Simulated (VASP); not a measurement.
# Ga (I4/mmm) in VASP: a series of runs, part 2 of 2

VASP 6.6.1. The steps go on from the part before.

## Step 4: Electric field gradients, LDA

INCAR reads:

```
PREC     = Accurate       # precision mode
ENCUT    = 520            # plane-wave cutoff, eV
EDIFF    = 1E-8           # SCF threshold, eV
ISMEAR   = -1             # smearing method
SIGMA    = 0.05           # smearing width, eV
LREAL    = False          # projectors in reciprocal space
LASPH    = True           # aspherical terms in the spheres
NELM     = 60             # most SCF steps
ALGO     = Normal         # electronic algorithm
ISIF     = 2              # what is computed and relaxed
LWAVE    = False          # write WAVECAR
LCHARG   = False          # write CHGCAR
LEFG     = True         
NBANDS   = 12             # bands
```

KPOINTS reads:

```
regular mesh
0
Gamma
  18 18 18
```

POSCAR reads:

```
Ga
1.0
   -1.4070978150      1.4070978150      2.3491194872
    1.4070978150     -1.4070978150      2.3491194872
    1.4070978150      1.4070978150     -2.3491194872
Ga
1
Direct
    0.0000000000      0.0000000000      0.0000000000
```

Potentials or basis: VASP PAW LDA potentials, release 64 (Ga_d).

Started as:

```sh
$ cat potpaw_LDA.64/Ga_d/POTCAR > POTCAR
$ mpirun -np 1 vasp_std > vasp.out
```

OUTCAR:

```text
PREC = Accurate
   ENCUT = 520
   EDIFF = 1E-8
   ISMEAR = -1
   LREAL = False
   LASPH = True
   NELM = 60
   ISIF = 2

 ion  position               nearest neighbor table
   1  0.000  0.000  0.000-

  LATTYP: Found a body centered tetragonal cell.
 ALAT       =     2.8141956300
 C/A-ratio  =     1.6694784557

  Lattice vectors:

 A1 = (  -1.4070978150,   1.4070978150,   2.3491194872)
 A2 = (   1.4070978150,  -1.4070978150,   2.3491194872)
 A3 = (   1.4070978150,   1.4070978150,  -2.3491194872)

Analysis of symmetry for initial positions (statically):
=====================================================================
 Subroutine PRICEL returns:
 Original cell was already a primitive cell.

 Routine SETGRP: Setting up the symmetry group for a
 body centered tetragonal supercell.

 Subroutine GETGRP returns: Found 16 space group operations
 (whereof 16 operations were pure point group operations)
 out of a pool of 16 trial point group operations.

The static configuration has the point symmetry D_4h.

Analysis of symmetry for dynamics (positions and initial velocities):
=====================================================================
 Subroutine PRICEL returns:
 Original cell was already a primitive cell.

 Routine SETGRP: Setting up the symmetry group for a
 body centered tetragonal supercell.

 Subroutine GETGRP returns: Found 16 space group operations
 (whereof 16 operations were pure point group operations)
 out of a pool of 16 trial point group operations.

The dynamic configuration has the point symmetry D_4h.

 Subroutine INISYM returns: Found 16 space group operations
 (whereof 16 operations are pure point group operations),
[... 152 lines left out ...]
      3      -9.5212      2.00000
      4      -9.5212      2.00000
      5      -9.3757      2.00000
      6      -5.7288      2.00000
      7      17.3261      0.00000
      8      17.7201      0.00000
      9      17.7201      0.00000
     10      21.3657      0.00000
     11      21.8678      0.00000
     12      22.3315      0.00000
[... 331 lines left out ...]
 k-point    24 :      -0.2222    0.0556    0.0000
  band No.  band energies     occupation
      1      -9.6387      2.00000
      2      -9.5730      2.00000
      3      -9.4977      2.00000
      4      -9.4812      2.00000
      5      -9.4112      2.00000
      6      -4.5150      2.00000
      7      10.8722      0.00000
      8      14.6644      0.00000
      9      16.9642      0.00000
     10      19.1236      0.00000
     11      21.4553      0.00000
     12      23.7422      0.00000

 [... further k-points ...]
[... 5 lines left out ...]
  --------------------------------------------------------------------------------------
  -------------------------------------------------------------------------------------
  Total       -0.4470233     -0.4470233     -0.5778358      0.0000000     -0.0000000      0.0000000
  in kB      -38.4970188    -38.4970188    -49.7624053      0.0000000     -0.0000000      0.0000000
  external PRESSURE =     -42.2521477 kB  Pullay stress =       0.0000000 kB

 VOLUME and BASIS-vectors are now :
 -----------------------------------------------------------------------------
  energy-cutoff  :      520.00
  volume of cell :       18.60
      direct lattice vectors                 reciprocal lattice vectors
    -1.407097815  1.407097815  2.349119487     0.000000000  0.355341324  0.212845708
     1.407097815 -1.407097815  2.349119487     0.355341324  0.000000000  0.212845708
     1.407097815  1.407097815 -2.349119487     0.355341324  0.355341324  0.000000000

 POSITION                                       TOTAL-FORCE (eV/Angst)
 -----------------------------------------------------------------------------------
      0.00000      0.00000      0.00000        -0.000000     -0.000000     -0.000000
 -----------------------------------------------------------------------------------
    total drift:                               -0.000000      0.000000      0.000000

  FREE ENERGIE OF THE ION-ELECTRON SYSTEM (eV)
  ---------------------------------------------------
  free  energy   TOTEN  =        -3.5426571288 eV

  energy  without entropy=       -3.5392391464  energy(sigma->0) =       -3.54094814

 Electric field gradients (V/A^2)
---------------------------------------------------------------------
 ion       V_xx      V_yy      V_zz      V_xy      V_xz      V_yz
---------------------------------------------------------------------
   1     -14.175   -14.175    28.349    -0.002    -0.000    -0.000
---------------------------------------------------------------------

 Electric field gradients after diagonalization (V/A^2)
 (convention: |V_zz| > |V_xx| > |V_yy|)
----------------------------------------------------------------------
 ion       V_xx      V_yy      V_zz     asymmetry (V_yy - V_xx)/ V_zz
----------------------------------------------------------------------
   1     -14.177   -14.172    28.349       0.000
----------------------------------------------------------------------

           NMR quadrupolar parameters

 Cq : quadrupolar parameter    Cq=e*Q*V_zz/h
 eta: asymmetry parameters     (V_yy - V_xx)/ V_zz
 Q  : nuclear electric quadrupole moment in mb (millibarn)
----------------------------------------------------------------------
 ion       Cq(MHz)       eta       Q (mb)
----------------------------------------------------------------------
   1       0.069       0.000       1.000
----------------------------------------------------------------------
```

OSZICAR:

```text
N       E                     dE             d eps       ncg     rms          rms(c)
DAV:   1     0.443608652459E+02    0.44361E+02   -0.67231E+03 12392   0.189E+03
DAV:   2    -0.129482550343E+01   -0.45656E+02   -0.43903E+02 12112   0.266E+02
DAV:   3    -0.355915974835E+01   -0.22643E+01   -0.22589E+01 13184   0.469E+01
DAV:   4    -0.357861760372E+01   -0.19458E-01   -0.19455E-01 13260   0.466E+00
DAV:   5    -0.357882510230E+01   -0.20750E-03   -0.20749E-03 13628   0.464E-01    0.866E-01
DAV:   6    -0.355024353410E+01    0.28582E-01   -0.42327E-02 14524   0.412E+00    0.418E-01
DAV:   7    -0.354343122484E+01    0.68123E-02   -0.72344E-03 15136   0.134E+00    0.116E-01
DAV:   8    -0.354265773569E+01    0.77349E-03   -0.78112E-04 14740   0.490E-01    0.882E-03
DAV:   9    -0.354265708841E+01    0.64728E-06   -0.67849E-06 14324   0.383E-02    0.274E-03
DAV:  10    -0.354265713500E+01   -0.46587E-07   -0.13297E-07 13580   0.457E-03    0.255E-04
DAV:  11    -0.354265712877E+01    0.62328E-08   -0.66331E-09  9644   0.131E-03
   1 F= -.35426571E+01 E0= -.35409481E+01  d E =-.341798E-02
```

It took 94 s on 1 thread of AMD EPYC 7R13 (Zen 3), shared host; peak memory 0.18 GiB.

What came out:

| Property | Result |
| --- | --- |
| Free energy | -3.5427 eV |
| Pressure | -4.2 GPa |

Stress tensor (GPa, compression positive):
```
-3.85  0.00  0.00
 0.00 -3.85  0.00
 0.00  0.00 -4.98
```

Levels at points of the mesh, in eV from the Fermi level:
```tsv
k point	band 4	band 5	band 6	band 7	band 8	band 9
(0.00, 0.00, 0.00)	-14.89	-14.74	-11.10	11.96	12.35	12.35
(0.50, 0.00, 0.00)	-14.74	-14.69	-4.88	-3.90	7.58	11.66
(0.50, 0.50, 0.00)	-14.74	-14.61	-1.78	-1.13	3.64	4.96
(0.50, 0.50, 0.50)	-14.71	-14.70	-4.50	-3.63	6.93	6.93
```

Electric field gradients, principal values (V/Å²):
```tsv
atom	least	middle	greatest (by size)
1 Ga	-14.172	-14.177	28.349
```

Caveat: without QUAD_EFG the Cq values of the log hold for a quadrupole moment of 1 mb, not for the nuclei.

## Step 5: Electric field gradients, LDA

This run uses another cell than the first one, of 18.60 Å³/atom, 1.024 times its volume.

INCAR reads:

```
SYSTEM = Ga
PREC = Accurate
ENCUT = 520
EDIFF = 1E-8
ISMEAR = -1
SIGMA = 0.05
LREAL = .FALSE.
LASPH = .TRUE.
NELM = 80
ALGO = Normal
ISIF = 2
LWAVE = .FALSE.
LCHARG = .FALSE.
GGA = CA
LEFG = .TRUE.
NBANDS = 12
```

KPOINTS reads:

```
Automatic mesh
0
G
  18 18 18
  0 0 0
```

POSCAR is that of step 4.

Potentials or basis: VASP PAW LDA potentials, release 64 (Ga_d).

Started as:

```sh
$ cat potpaw_LDA.64/Ga_d/POTCAR > POTCAR
$ mpirun -np 1 vasp_std > vasp.out
```

OUTCAR:

```text
SYSTEM = Ga
   PREC = Accurate
   ENCUT = 520
   EDIFF = 1E-8
   ISMEAR = -1
   LREAL = .FALSE.
   LASPH = .TRUE.
   NELM = 80
   ISIF = 2
   GGA = CA

 ion  position               nearest neighbor table
   1  0.000  0.000  0.000-

  LATTYP: Found a body centered tetragonal cell.
 ALAT       =     2.8141956300
 C/A-ratio  =     1.6694784557

  Lattice vectors:

 A1 = (  -1.4070978150,   1.4070978150,   2.3491194872)
 A2 = (   1.4070978150,  -1.4070978150,   2.3491194872)
 A3 = (   1.4070978150,   1.4070978150,  -2.3491194872)

Analysis of symmetry for initial positions (statically):
=====================================================================
 Subroutine PRICEL returns:
 Original cell was already a primitive cell.

 Routine SETGRP: Setting up the symmetry group for a
 body centered tetragonal supercell.

 Subroutine GETGRP returns: Found 16 space group operations
 (whereof 16 operations were pure point group operations)
 out of a pool of 16 trial point group operations.

The static configuration has the point symmetry D_4h.

Analysis of symmetry for dynamics (positions and initial velocities):
=====================================================================
 Subroutine PRICEL returns:
 Original cell was already a primitive cell.

 Routine SETGRP: Setting up the symmetry group for a
 body centered tetragonal supercell.

 Subroutine GETGRP returns: Found 16 space group operations
 (whereof 16 operations were pure point group operations)
 out of a pool of 16 trial point group operations.

The dynamic configuration has the point symmetry D_4h.

 Subroutine INISYM returns: Found 16 space group operations
 (whereof 16 operations are pure point group operations),
 and found     1 'primitive' translations

----------------------------------------------------------------------------------------

                                     Primitive cell

  volume of cell :      18.6043

  direct lattice vectors                    reciprocal lattice vectors
    -1.407097815  1.407097815  2.349119487     0.000000000  0.355341324  0.212845708
     1.407097815 -1.407097815  2.349119487     0.355341324  0.000000000  0.212845708
     1.407097815  1.407097815 -2.349119487     0.355341324  0.355341324  0.000000000

  length of vectors
     3.078670312  3.078670312  3.078670312     0.414210999  0.414210999  0.502528519

  position of ions in fractional coordinates (direct lattice)
     0.000000000  0.000000000  0.000000000

  ion indices of the primitive-cell ions
   primitive index   ion index
                 1           1

----------------------------------------------------------------------------------------

 KPOINTS: Automatic mesh

Automatic generation of k-mesh.
 Grid dimensions read from file:
 generate k-points for:   18   18   18

 Generating k-lattice:

  Cartesian coordinates                     Fractional coordinates (reciprocal lattice)
     0.000000000  0.019741185  0.011824762     0.055555556 -0.000000000  0.000000000
     0.019741185  0.000000000  0.011824762    -0.000000000  0.055555556  0.000000000
[... 68 lines left out ...]
   PSTRESS=    0.0 pullay stress
   NELECT =      13.0000    total number of electrons
   NUPDOWN=      -1.0000    fix difference up-down
   EMIN   =  10.00;   EMAX   =-10.00  energy-range for DOS
   EFERMI =   0.00;   METHOD = LEGACY
   ISMEAR =    -1;   SIGMA  =   0.05  broadening in eV -4-tet -1-fermi 0-gaus
   EFERMI_NEDOS =   21; number of points for ismear=-14 and -15
   IALGO  =     38    algorithm
   IMIX   =      4    mixing-type and parameters
     AMIX     =   0.40;   BMIX     =  1.00
     AMIX_MAG =   1.60;   BMIX_MAG =  1.00
  volume/ion in A,a.u.               =      18.60       125.55
  Fermi-wavevector in a.u.,A,eV,Ry     =   1.452729  2.745260 28.714044  2.110423
  Thomas-Fermi vector in A             =   2.570078
   LORBIT       =      0    0 simple, 1 ext, 2 COOP (PROOUT), +10 PAW based schemes
   GGA     = CA    functional components
   LHFCALC =     F    Hartree Fock is set to
   AEXX    =    0.0000 exact exchange contribution
   IVDW    =     0    specifies the selected vdW correction
   LEPSILON=     F    determine dielectric tensor
   LRPA    =     F    only Hartree local field effects (RPA)
 non-spin polarized calculation
  energy-cutoff  :      520.00
  volume of cell :       18.60
 maximum number of plane-waves:       516
   NGX = 11   NGY = 11   NGZ = 11

 number of electron      13.0000000 magnetization

 Free energy of the ion-electron system (eV)
  ---------------------------------------------------
  ext. energy  EPLUGINS =         0.00000000
  ---------------------------------------------------
  free energy    TOTEN  =        -3.54265713 eV

  energy without entropy =       -3.53923915  energy(sigma->0) =       -3.54094814

 E-fermi :   5.3686     XC(G=0): -11.3971

 val. band max:        5.3441187849   @ k =  -0.2778   0.3333   0.2778
 cond. band min:       5.3865555082   @ k =  -0.2778   0.3889   0.2778
 fundamental gap:      0.0424367233
 Fermi energy:         5.3685969002

 k-point     1 :       0.0000    0.0000    0.0000
  band No.  band energies     occupation
      1      -9.6956      2.00000
      2      -9.5544      2.00000
      3      -9.5212      2.00000
      4      -9.5212      2.00000
      5      -9.3757      2.00000
      6      -5.7288      2.00000
      7      17.3261      0.00000
      8      17.7201      0.00000
      9      17.7201      0.00000
     10      21.3657      0.00000
     11      21.8678      0.00000
     12      22.3315      0.00000
[... 331 lines left out ...]
 k-point    24 :      -0.2222    0.0556    0.0000
  band No.  band energies     occupation
      1      -9.6387      2.00000
      2      -9.5730      2.00000
      3      -9.4977      2.00000
      4      -9.4812      2.00000
      5      -9.4112      2.00000
      6      -4.5150      2.00000
      7      10.8722      0.00000
      8      14.6644      0.00000
      9      16.9642      0.00000
     10      19.1236      0.00000
     11      21.4553      0.00000
     12      23.7422      0.00000

 [... further k-points ...]
[... 5 lines left out ...]
  --------------------------------------------------------------------------------------
  -------------------------------------------------------------------------------------
  Total       -0.4470233     -0.4470233     -0.5778358      0.0000000     -0.0000000      0.0000000
  in kB      -38.4970188    -38.4970188    -49.7624053      0.0000000     -0.0000000      0.0000000
  external PRESSURE =     -42.2521477 kB  Pullay stress =       0.0000000 kB

 VOLUME and BASIS-vectors are now :
 -----------------------------------------------------------------------------
  energy-cutoff  :      520.00
  volume of cell :       18.60
      direct lattice vectors                 reciprocal lattice vectors
    -1.407097815  1.407097815  2.349119487     0.000000000  0.355341324  0.212845708
     1.407097815 -1.407097815  2.349119487     0.355341324  0.000000000  0.212845708
     1.407097815  1.407097815 -2.349119487     0.355341324  0.355341324  0.000000000

 POSITION                                       TOTAL-FORCE (eV/Angst)
 -----------------------------------------------------------------------------------
      0.00000      0.00000      0.00000        -0.000000     -0.000000     -0.000000
 -----------------------------------------------------------------------------------
    total drift:                               -0.000000      0.000000      0.000000

  FREE ENERGIE OF THE ION-ELECTRON SYSTEM (eV)
  ---------------------------------------------------
  free  energy   TOTEN  =        -3.5426571288 eV

  energy  without entropy=       -3.5392391464  energy(sigma->0) =       -3.54094814

 Electric field gradients (V/A^2)
---------------------------------------------------------------------
 ion       V_xx      V_yy      V_zz      V_xy      V_xz      V_yz
---------------------------------------------------------------------
   1     -14.175   -14.175    28.349    -0.002    -0.000    -0.000
---------------------------------------------------------------------

 Electric field gradients after diagonalization (V/A^2)
 (convention: |V_zz| > |V_xx| > |V_yy|)
----------------------------------------------------------------------
 ion       V_xx      V_yy      V_zz     asymmetry (V_yy - V_xx)/ V_zz
----------------------------------------------------------------------
   1     -14.177   -14.172    28.349       0.000
----------------------------------------------------------------------

           NMR quadrupolar parameters

 Cq : quadrupolar parameter    Cq=e*Q*V_zz/h
 eta: asymmetry parameters     (V_yy - V_xx)/ V_zz
 Q  : nuclear electric quadrupole moment in mb (millibarn)
----------------------------------------------------------------------
 ion       Cq(MHz)       eta       Q (mb)
----------------------------------------------------------------------
   1       0.069       0.000       1.000
----------------------------------------------------------------------
```

Run time: 1.8 min. Hardware: 1 thread of AMD EPYC 7R13 (Zen 3), shared host; peak memory 0.18 GiB.

What came out:

```yaml
Free_energy: -3.5427 eV
Pressure: -4.2 GPa
```

Stress tensor (GPa, compression positive):
```
-3.85  0.00  0.00
 0.00 -3.85  0.00
 0.00  0.00 -4.98
```

Levels at points of the mesh, in eV from the Fermi level:
| k point | band 3 | band 4 | band 5 | band 6 | band 7 | band 8 | band 9 | band 10 |
| --- | --- | --- | --- | --- | --- | --- | --- | --- |
| (0.00, 0.00, 0.00) | -14.89 | -14.89 | -14.74 | -11.10 | 11.96 | 12.35 | 12.35 | 16.00 |
| (0.50, 0.00, 0.00) | -14.88 | -14.74 | -14.69 | -4.88 | -3.90 | 7.58 | 11.66 | 11.92 |
| (0.50, 0.50, 0.00) | -14.76 | -14.74 | -14.61 | -1.78 | -1.13 | 3.64 | 4.96 | 7.77 |
| (0.50, 0.50, 0.50) | -14.71 | -14.71 | -14.70 | -4.50 | -3.63 | 6.93 | 6.93 | 10.23 |

Electric field gradients, principal values (V/Å²):
```tsv
atom	least	middle	greatest (by size)
1 Ga	-14.172	-14.177	28.349
```

Caveat: without QUAD_EFG the Cq values of the log hold for a quadrupole moment of 1 mb, not for the nuclei.
